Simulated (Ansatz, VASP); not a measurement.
## LiBPt: VASP beside Ansatz

The input INCAR:

```
ALGO = Fast
EDIFF = 1E-6
EDIFFG = -0.01
ENCUT = 600
GGA = PE
IBRION = 2
ISIF = 3
ISMEAR = 0
LASPH = T
LCHARG = F
LREAL = F
LWAVE = F
NELM = 60
NSW = 100
PREC = Accurate
SIGMA = 0.1
```

KPOINTS

```
k-points
0
Gamma
  18 18 12
```

The input POSCAR:

```
LiBPt
1.0
    3.4948513775      0.0000000000      0.0000000000
   -1.7474256888      3.0266300754      0.0000000000
    0.0000000000      0.0000000000      4.0177821647
Li B Pt
1 1 1
Direct
    0.0000000000      0.0000000000      0.0000000000
    0.3333333333      0.6666666667      0.5000000000
    0.6666666667      0.3333333333      0.5000000000
```

Input for Ansatz:

```yaml
crystal:
  lattice:
    - [3.4948513775, 0.0, 0.0]
    - [-1.7474256888, 3.0266300754, 0.0]
    - [0.0, 0.0, 4.0177821647]
  atoms:
    - { symbol: Li, position: [0.0, 0.0, 0.0] }
    - { symbol: B, position: [0.3333333333, 0.6666666667, 0.5] }
    - { symbol: Pt, position: [0.6666666667, 0.3333333333, 0.5] }
basis:
  ecutwfc: 420
kpoints:
  mp_grid: { grid: [18, 18, 12] }
hamiltonian:
  xc: pbe
scf:
  occupations: { method: gaussian, width: 0.1 }
output:
  forces: true
  stress: true
  eigenvalues: true
  write_density: true
  write_potential: true
  elf: true
  volumetric_format: npy
relax:
  adjacent_minimum: "off"
  f_tol: 0.01
  max_steps: 80
  cell: { stress_tol: 0.05 }
```

Change from the starting cell: species swapped into the CeZnSi type (P-6m2, No. 187).

Alike in both runs: task relaxation of cell and atoms; functional PBE; k mesh 18 × 18 × 12; occupations gaussian, width 0.1 eV; no spin polarisation.

|  | VASP | Ansatz |
| --- | --- | --- |
| version | VASP 6.6.1 | Ansatz 0.2.0 |
| potentials or method | VASP PAW PBE potentials, release 64 (Li_sv, B, Pt), cutoff 600 eV | scalar-relativistic, plane waves, PAW |
| valence electrons in the cell | 16 | 24 |

|  | VASP | Ansatz | Ansatz less VASP |
| --- | --- | --- | --- |
| gap on the k mesh at the Fermi level, each at its own relaxed structure (eV) | none | none | - |
| relaxed volume (Å³/atom) | 13.97 | 13.99 | +0.012 |
| relaxed length of the cell vector where the two differ most in proportion (Å) | 3.921 | 3.927 | +0.0060 |

A gap of «none» marks a metal or a gap that the smearing closes. VASP's potentials hold 16 valence electrons a cell and Ansatz's 24, so a difference there can come from the potentials and not from the codes.

Neither program's run includes spin-orbit coupling. Noted on VASP's run: the cutoff is under 1.25 times that of the potentials, so the pressure is a little rough.
